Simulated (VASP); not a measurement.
Mg3Cd2Te5, 10 atoms in the cell. Symmetry: R3m, No. 160, trigonal system. Conventional cell: a = 4.638 Å, b = 4.638 Å, c = 56.667 Å, α = 90.00°, β = 90.00°, γ = 120.00°. Within 3.7 Å of Mg (site symmetry 3m) lie 4 Te at 2.82 to 2.83 Å. Mg (site symmetry 3m) has 4 Te at 2.82 to 2.83 Å within 3.7 Å. Mg (site symmetry 3m) has 4 Te at 2.82 to 2.83 Å within 3.7 Å. Cd (site symmetry 3m) has 4 Te at 2.85 to 2.87 Å within 3.8 Å. Within 3.8 Å of Cd (site symmetry 3m) lie 4 Te at 2.85 to 2.86 Å. Within 3.7 Å of Te (site symmetry 3m) lie 4 Mg at 2.82 to 2.83 Å. Within 3.7 Å of Te (site symmetry 3m) lie 4 Mg at 2.82 to 2.83 Å. Within 3.7 Å of Te (site symmetry 3m) lie 3 Mg at 2.83 Å and 1 Cd at 2.87 Å. 

| Item | Value |
| --- | --- |
| Program | VASP 6.6.1 |
| Task | single point |
| Functional | PBE |
| Potentials or basis | VASP PAW PBE potentials, release 64 (Mg, Cd, Te) |
| Cutoff | 520 eV |
| k mesh | 4 × 4 × 4 |
| Occupations | gaussian, width 0.1 eV |
| Spin | no spin polarisation |
| Dipole correction | no |
| Further INCAR settings | ALGO = Normal; EDIFF = 1e-06; NBANDS = 41 |

Potentials or basis: VASP PAW PBE potentials, release 64 (Mg, Cd, Te).

Launch:

```console
$ cat potpaw_PBE.64/Mg/POTCAR potpaw_PBE.64/Cd/POTCAR potpaw_PBE.64/Te/POTCAR > POTCAR
$ mpirun -np 1 vasp_std > vasp.out
```

Hardware: 1 thread of Intel Xeon 8259CL, with other jobs on the host.

Q: Estimate the wall time of this run.

A: It took 8.4 min on 1 thread of Intel Xeon 8259CL, on a shared host, peak memory 0.55 GiB. Counts: scf iterations 16, k points 13.
